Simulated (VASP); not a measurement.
# TeW (Pm-3m) in VASP: further runs, part 2 of 2

VASP 6.6.1.

## (4) Single point, PBE

INCAR

```
PREC     = Accurate       # precision mode
ENCUT    = 500            # plane-wave cutoff, eV
EDIFF    = 1E-6           # SCF threshold, eV
ISMEAR   = 0              # smearing method
SIGMA    = 0.1            # smearing width, eV
LREAL    = False          # projectors in reciprocal space
LASPH    = True           # aspherical terms in the spheres
NELM     = 120            # most SCF steps
ALGO     = Normal         # electronic algorithm
ISIF     = 2              # what is computed and relaxed
LWAVE    = False          # write WAVECAR
LCHARG   = False          # write CHGCAR
GGA      = PE             # functional
NBANDS   = 17             # bands
GGA_COMPAT= False
```

KPOINTS

```
Automatic mesh
0
Gamma
  6 6 6
```

POSCAR

```
TeW
1.0
    3.3359868551      0.0000000000      0.0000000000
    0.0000000000      3.3359868551      0.0000000000
    0.0000000000      0.0000000000      3.3359868551
Te W
1 1
Direct
    0.5000000000      0.5000000000      0.5000000000
    0.0000000000      0.0000000000      0.0000000000
```

Potentials or basis: VASP PAW PBE potentials, release 64 (Te, W_sv).

Launch:

```
> cat potpaw_PBE.64/Te/POTCAR potpaw_PBE.64/W_sv/POTCAR > POTCAR
> mpirun -np 1 vasp_std > vasp.out
```

OUTCAR:

```text
PREC = Accurate
   ENCUT = 500
   EDIFF = 1E-6
   ISMEAR = 0
   LREAL = False
   LASPH = True
   NELM = 120
   ISIF = 2
   GGA = PE

 ion  position               nearest neighbor table
   1  0.500  0.500  0.500-   2 2.89   2 2.89   2 2.89   2 2.89   2 2.89   2 2.89   2 2.89   2 2.89

   2  0.000  0.000  0.000-   1 2.89   1 2.89   1 2.89   1 2.89   1 2.89   1 2.89   1 2.89   1 2.89

  LATTYP: Found a simple cubic cell.
 ALAT       =     3.3359868551

  Lattice vectors:

 A1 = (   3.3359868551,   0.0000000000,   0.0000000000)
 A2 = (   0.0000000000,   3.3359868551,   0.0000000000)
 A3 = (   0.0000000000,   0.0000000000,   3.3359868551)

Analysis of symmetry for initial positions (statically):
=====================================================================
 Subroutine PRICEL returns:
 Original cell was already a primitive cell.

 Routine SETGRP: Setting up the symmetry group for a
 simple cubic supercell.

 Subroutine GETGRP returns: Found 48 space group operations
 (whereof 48 operations were pure point group operations)
 out of a pool of 48 trial point group operations.

The static configuration has the point symmetry O_h .

Analysis of symmetry for dynamics (positions and initial velocities):
=====================================================================
 Subroutine PRICEL returns:
 Original cell was already a primitive cell.

 Routine SETGRP: Setting up the symmetry group for a
 simple cubic supercell.

 Subroutine GETGRP returns: Found 48 space group operations
 (whereof 48 operations were pure point group operations)
 out of a pool of 48 trial point group operations.

The dynamic configuration has the point symmetry O_h .

 Subroutine INISYM returns: Found 48 space group operations
 (whereof 48 operations are pure point group operations),
 and found     1 'primitive' translations

----------------------------------------------------------------------------------------

                                     Primitive cell

  volume of cell :      37.1256

  direct lattice vectors                    reciprocal lattice vectors
     3.335986855  0.000000000  0.000000000     0.299761373  0.000000000  0.000000000
     0.000000000  3.335986855  0.000000000     0.000000000  0.299761373  0.000000000
     0.000000000  0.000000000  3.335986855     0.000000000  0.000000000  0.299761373

  length of vectors
     3.335986855  3.335986855  3.335986855     0.299761373  0.299761373  0.299761373

  position of ions in fractional coordinates (direct lattice)
     0.500000000  0.500000000  0.500000000
     0.000000000  0.000000000  0.000000000

  ion indices of the primitive-cell ions
   primitive index   ion index
                 1           1
                 2           2

----------------------------------------------------------------------------------------

 KPOINTS: Automatic mesh

Automatic generation of k-mesh.
 Grid dimensions read from file:
 generate k-points for:    6    6    6

 Generating k-lattice:

  Cartesian coordinates                     Fractional coordinates (reciprocal lattice)
     0.049960229  0.000000000  0.000000000     0.166666667  0.000000000  0.000000000
     0.000000000  0.049960229  0.000000000     0.000000000  0.166666667  0.000000000
     0.000000000  0.000000000  0.049960229     0.000000000  0.000000000  0.166666667

  Length of vectors
     0.049960229  0.049960229  0.049960229

  Shift w.r.t. Gamma in fractional coordinates (k-lattice)
     0.000000000  0.000000000  0.000000000

 Subroutine IBZKPT returns following result:
 ===========================================

 Found     20 irreducible k-points:

 Following reciprocal coordinates:
            Coordinates               Weight
  0.000000  0.000000  0.000000      1.000000
  0.166667  0.000000  0.000000      6.000000
  0.333333  0.000000  0.000000      6.000000
  0.500000  0.000000  0.000000      3.000000
  0.166667  0.166667  0.000000     12.000000
  0.333333  0.166667  0.000000     24.000000
[... 12 lines left out ...]
  0.500000  0.500000  0.333333      6.000000
  0.500000  0.500000  0.500000      1.000000
   k-points           NKPTS =     20   k-points in BZ     NKDIM =     20   number of bands    NBANDS=     17
   number of dos      NEDOS =    301   number of ions     NIONS =      2
   total plane-waves  NPLWV =  13824
   dimension x,y,z NGX =    24 NGY =   24 NGZ =   24
   dimension x,y,z NGXF=    48 NGYF=   48 NGZF=   48
   ions per type =               1   1
   NGX,Y,Z   is equivalent  to a cutoff of  11.96, 11.96, 11.96 a.u.
   NGXF,Y,Z  is equivalent  to a cutoff of  23.92, 23.92, 23.92 a.u.
 SYSTEM =  unknown system
   PREC   = accura    normal or accurate (medium, high low for compatibility)
   ISTART =      0    job   : 0-new  1-cont  2-samecut
   ICHARG =      2    charge: 1-file 2-atom 10-const
   ISPIN  =      1    spin polarized calculation?
   LNONCOLLINEAR =      F non collinear calculations
   LSORBIT =      F    spin-orbit coupling
   LASPH  =      T    aspherical Exc in radial PAW
   ENCUT  =  500.0 eV  36.75 Ry    6.06 a.u.   6.08  6.08  6.08*2*pi/ulx,y,z
   NELM   =    120;   NELMIN=  2; NELMDL= -5     # of ELM steps
   EDIFF  = 0.1E-05   stopping-criterion for ELM
   LREAL  =      F    real-space projection
   EDIFFG = 0.1E-04   stopping-criterion for IOM
   NSW    =      0    number of steps for IOM
   IBRION =     -1    ionic relax: 0-MD 1-quasi-New 2-CG
   NFREE  =      0    steps in history (QN), initial steepest desc. (CG)
   ISIF   =      2    stress and relaxation
   ISYM   =      2    0-nonsym 1-usesym 2-fastsym
   POTIM  = 0.5000    time-step for ionic-motion
   TEBEG  =    0.0;   TEEND  =   0.0 temperature during run
   PSTRESS=    0.0 pullay stress
   NELECT =      20.0000    total number of electrons
   NUPDOWN=      -1.0000    fix difference up-down
   EMIN   =  10.00;   EMAX   =-10.00  energy-range for DOS
   EFERMI =   0.00;   METHOD = LEGACY
   ISMEAR =     0;   SIGMA  =   0.10  broadening in eV -4-tet -1-fermi 0-gaus
   EFERMI_NEDOS =   21; number of points for ismear=-14 and -15
   IALGO  =     38    algorithm
   IMIX   =      4    mixing-type and parameters
     AMIX     =   0.40;   BMIX     =  1.00
     AMIX_MAG =   1.60;   BMIX_MAG =  1.00
  volume/ion in A,a.u.               =      18.56       125.27
  Fermi-wavevector in a.u.,A,eV,Ry     =   1.332070  2.517248 24.142333  1.774411
  Thomas-Fermi vector in A             =   2.461033
   LORBIT       =      0    0 simple, 1 ext, 2 COOP (PROOUT), +10 PAW based schemes
   GGA     = PE    functional components
   LHFCALC =     F    Hartree Fock is set to
   AEXX    =    0.0000 exact exchange contribution
   IVDW    =     0    specifies the selected vdW correction
   LEPSILON=     F    determine dielectric tensor
   LRPA    =     F    only Hartree local field effects (RPA)
 non-spin polarized calculation
 Gauss-broadening in eV      SIGMA  =   0.10
  energy-cutoff  :      500.00
  volume of cell :       37.13
 maximum number of plane-waves:       968
   NGX = 13   NGY = 13   NGZ = 13

 number of electron      20.0000000 magnetization

 Free energy of the ion-electron system (eV)
  ---------------------------------------------------
  ext. energy  EPLUGINS =         0.00000000
  ---------------------------------------------------
  free energy    TOTEN  =       -14.55278339 eV

  energy without entropy =      -14.54185525  energy(sigma->0) =      -14.54731932

 E-fermi :  12.3191     XC(G=0): -12.4103

 val. band max:       12.1776390455   @ k =   0.1667   0.1667   0.0000
 cond. band min:      12.3245102954   @ k =   0.3333   0.1667   0.0000
 fundamental gap:      0.1468712499
 Fermi energy:        12.3191396458

 k-point     1 :       0.0000    0.0000    0.0000
  band No.  band energies     occupation
      1     -62.0013      2.00000
      2     -26.1738      2.00000
      3     -26.1738      2.00000
      4     -26.1738      2.00000
      5      -3.0965      2.00000
      6       8.8304      2.00000
[... 9 lines left out ...]
     16      20.7784      0.00000
     17      24.8227      0.00000
[... 361 lines left out ...]
 k-point    20 :       0.5000    0.5000    0.5000
  band No.  band energies     occupation
      1     -61.9891      2.00000
      2     -26.2738      2.00000
      3     -26.2738      2.00000
      4     -26.2738      2.00000
      5       1.9863      2.00000
      6       5.1168      2.00000
[... 9 lines left out ...]
     16      17.3769      0.00000
     17      17.3769      0.00000

------------------------ aborting loop because EDIFF is reached ----------------------------------------

  FORCE on cell =-STRESS in cart. coord.  units (eV):
  Direction    XX          YY          ZZ          XY          YZ          ZX
  --------------------------------------------------------------------------------------
  -------------------------------------------------------------------------------------
  Total        0.0954739      0.0954739      0.0954739      0.0000000      0.0000000      0.0000000
  in kB        4.1202384      4.1202384      4.1202384      0.0000000      0.0000000      0.0000000
  external PRESSURE =       4.1202384 kB  Pullay stress =       0.0000000 kB

 VOLUME and BASIS-vectors are now :
 -----------------------------------------------------------------------------
  energy-cutoff  :      500.00
  volume of cell :       37.13
      direct lattice vectors                 reciprocal lattice vectors
     3.335986855  0.000000000  0.000000000     0.299761373  0.000000000  0.000000000
     0.000000000  3.335986855  0.000000000     0.000000000  0.299761373  0.000000000
     0.000000000  0.000000000  3.335986855     0.000000000  0.000000000  0.299761373

 POSITION                                       TOTAL-FORCE (eV/Angst)
 -----------------------------------------------------------------------------------
      1.66799      1.66799      1.66799         0.000000      0.000000      0.000000
      0.00000      0.00000      0.00000         0.000000      0.000000      0.000000
 -----------------------------------------------------------------------------------
    total drift:                                0.000000      0.000000      0.000000

  FREE ENERGIE OF THE ION-ELECTRON SYSTEM (eV)
  ---------------------------------------------------
  free  energy   TOTEN  =       -14.5527833882 eV

  energy  without entropy=      -14.5418552529  energy(sigma->0) =      -14.54731932
```

It took 6.6 s on 1 thread of Intel Xeon Platinum 8259CL at 2.50GHz (Skylake/Cascade Lake), shared host; peak memory 0.14 GiB.

Results:

* Free energy: -14.5528 eV
* Pressure: 0.4 GPa
* Band gap on the k mesh: zero (band 10 reaches 13.66 eV, above the bottom of band 11 at 11.55 eV)

Caveat: spin-orbit coupling is left out, which moves the levels of the heavy elements.

## (5) Single point, PBE

This run uses another cell than the first one, of 18.63 Å³/atom, 1.002 times its volume.

INCAR

```
SYSTEM = TeW
  ALGO = Normal
  EDIFF = 1E-6
  ENCUT = 500
  GGA = PE
  GGA_COMPAT = .FALSE.
  ISIF = 2
  ISMEAR = 0
  LASPH = .TRUE.
  LCHARG = .FALSE.
  LREAL = .FALSE.
  LWAVE = .FALSE.
  NBANDS = 17
  NELM = 120
  PREC = Accurate
  SIGMA = 0.1
```

KPOINTS

```
k-points
0
G
  6 6 6
  0 0 0
```

POSCAR

```
TeW
1.0
    3.3400547411      0.0000000000      0.0000000000
    0.0000000000      3.3400547411      0.0000000000
    0.0000000000      0.0000000000      3.3400547411
Te W
1 1
Direct
    0.0000000000      0.0000000000      0.0000000000
    0.5000000000      0.5000000000      0.5000000000
```

Launch:

```
> cat potpaw_PBE.64/Te/POTCAR potpaw_PBE.64/W_sv/POTCAR > POTCAR
> mpirun -np 1 vasp_std > vasp.out
```

Wall time 6.9 s (1 thread of Intel Xeon Platinum 8259CL at 2.50GHz (Skylake/Cascade Lake), shared host); peak memory 0.14 GiB.

It converged, with:

| Item | Value |
| --- | --- |
| Free energy | -14.5529 eV |
| Pressure | -0.2 GPa |
| Band gap on the k mesh | zero (band 10 reaches 13.60 eV, above the bottom of band 11 at 11.49 eV) |

Levels at points of the mesh, in eV from the Fermi level:
```
           k point  band 7  band 8  band 9  band 10  band 11  band 12  band 13  band 14
(0.00, 0.00, 0.00)   -3.47   -1.41   -1.41    -1.41     0.52     0.52     0.52     2.42
(0.50, 0.00, 0.00)   -3.38   -3.38   -2.72     0.67     1.88     4.46     5.13     5.13
(0.50, 0.50, 0.00)   -6.23   -3.95   -1.02    -1.02     0.80     1.04     2.17     2.87
(0.50, 0.50, 0.50)   -7.18   -7.18    1.34     1.34     1.34     2.30     2.30     4.26
```

Caveat: spin-orbit coupling is left out, which moves the levels of the heavy elements.

## (6) Single point, PBE

This run uses another cell than the first one, of 25.11 Å³/atom, 1.351 times its volume.

INCAR

```
SYSTEM = TeW
  PREC = Accurate
  ENCUT = 500
  EDIFF = 1E-6
  ISMEAR = 0
  SIGMA = 0.1
  LREAL = .False.
  LASPH = .True.
  NELM = 120
  ALGO = Normal
  ISIF = 2
  LWAVE = .False.
  LCHARG = .False.
  GGA = PE
  NBANDS = 17
  GGA_COMPAT = .False.
```

KPOINTS

```
regular mesh
0
Gamma
  6 6 6
  0 0 0
```

POSCAR

```
TeW
1.0
    3.6894741472      0.0000000000      0.0000000000
    0.0000000000      3.6894741472      0.0000000000
    0.0000000000      0.0000000000      3.6894741472
Te W
1 1
Direct
    0.0000000000      0.0000000000      0.0000000000
    0.5000000000      0.5000000000      0.5000000000
```

Potentials or basis: VASP PAW PBE potentials, release 64 (Te, W_sv).

Launch:

```
> cat potpaw_PBE.64/Te/POTCAR potpaw_PBE.64/W_sv/POTCAR > POTCAR
> mpirun -np 1 vasp_std > vasp.out
```

Wall time 11 s (1 thread of Intel Xeon Platinum 8259CL at 2.50GHz (Skylake/Cascade Lake), shared host); peak memory 0.16 GiB.

The run converged. Its results:

```yaml
Free_energy: -13.1726 eV
Pressure: -25.1 GPa
Band_gap_on_the_k_mesh: zero (band 10 reaches 9.43 eV, above the bottom of band 11 at 7.68 eV)
```

Levels at points of the mesh, in eV from the Fermi level:
```
           k point  band 7  band 8  band 9  band 10  band 11  band 12  band 13  band 14
(0.00, 0.00, 0.00)   -2.08   -1.30   -1.30    -1.30    -0.01     0.39     0.39     0.39
(0.50, 0.00, 0.00)   -2.43   -2.43   -1.58     0.51     1.18     3.10     3.10     3.73
(0.50, 0.50, 0.00)   -4.74   -2.78   -0.53    -0.53     0.16     0.19     1.38     1.72
(0.50, 0.50, 0.50)   -5.13   -5.13    1.44     1.44     1.50     1.50     1.50     2.60
```

Caveat: spin-orbit coupling is left out, which moves the levels of the heavy elements.

## (7) The runs side by side

| task | cell | k mesh | cutoff (eV) | gap on the mesh (eV) | pressure (GPa) |
| --- | --- | --- | --- | --- | --- |
| single point | a = 3.337 Å, 2 atoms | 16 × 16 × 16 | 520 | none | 0.0 |
| relaxation of cell and atoms | relaxed from a = 3.340 Å, 2 atoms | 16 × 16 × 16 | 600 | none | 0.0 |
| single point | a = 3.336 Å, 2 atoms | 6 × 6 × 6 | 500 | none | 0.4 |
| single point | a = 3.340 Å, 2 atoms | 6 × 6 × 6 | 500 | none | -0.2 |
| single point | a = 3.689 Å, 2 atoms | 6 × 6 × 6 | 500 | none | -25.1 |

Alike in all rows: level PBE; potentials or basis VASP PAW PBE potentials, release 64 (Te, W_sv); no spin polarisation; smearing gaussian 0.1 eV.

Caveats: spin-orbit coupling is left out, which moves the levels of the heavy elements.

Total energies depend on the potentials used, so only differences within one code and one set of settings carry meaning.
